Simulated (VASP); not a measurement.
Here is a VASP 6.6.1 calculation.

File POSCAR:

```
CuIrS2
1.0
    1.8158509200      1.0483820200      6.5922317600
   -1.8158509200      1.0483820200      6.5922317600
    0.0000000000     -2.0967640300      6.5922317600
Cu Ir S
1 1 2
Direct
    0.5000000000      0.5000000000      0.5000000000
    0.0000000000      0.0000000000      0.0000000000
    0.2667000000      0.2667000000      0.2667000000
    0.7333000000      0.7333000000      0.7333000000
```

The input INCAR.step1:

```
SYSTEM = CuIrS2
PREC = Accurate ; ENCUT = 660
ISMEAR = 0 ; SIGMA = 0.05
LREAL = .False. ; LASPH = .True.
NELM = 200 ; ISPIN = 2
MAGMOM = 0 0 0 0 ; LMAXMIX = 4
NBANDS = 28 ; GGA = PE
ALGO = Normal ; EDIFF = 1E-5
LWAVE = .True. ; LCHARG = .False.
GGA_COMPAT = .False.
```

Contents of INCAR.step2:

```
SYSTEM = CuIrS2
PREC = Accurate ; ENCUT = 660
EDIFF = 1E-6 ; ISMEAR = 0
SIGMA = 0.05 ; LREAL = .False.
LASPH = .True. ; NELM = 200
ALGO = Normal ; ISIF = 2
LWAVE = .False. ; LCHARG = .False.
ISPIN = 2 ; MAGMOM = 0 0 0 0
LORBIT = 11 ; LMAXMIX = 4
METAGGA = R2SCAN ; LMIXTAU = .True.
NBANDS = 28 ; ISTART = 1
GGA_COMPAT = .False.
```

The input KPOINTS:

```
regular mesh
0
Gamma
  6 6 6
  0 0 0
```

Potentials or basis: VASP PAW PBE potentials, release 64 (Cu, Ir, S).

Run with:

```bash
$ cat potpaw_PBE.64/Cu/POTCAR potpaw_PBE.64/Ir/POTCAR potpaw_PBE.64/S/POTCAR > POTCAR
$ cp INCAR.step1 INCAR
$ mpirun -np 1 vasp_std > vasp.out
$ cp INCAR.step2 INCAR
$ mpirun -np 1 vasp_std > vasp.out
```

Task: Predict the pressure.

Result: -14.0 GPa.

Task: What does it give for the net moment?

Result: 0.00 μB per cell.

Task: Predict the largest force.

Result: 0.553 eV/Å.

Stress tensor (GPa, compression positive):
```
-13.29   0.00   0.00
  0.00 -13.29   0.00
  0.00   0.00 -15.29
```

Caveat: the cell stands under tension; the PAW data sets were made with another functional, which shifts forces and pressure a little.
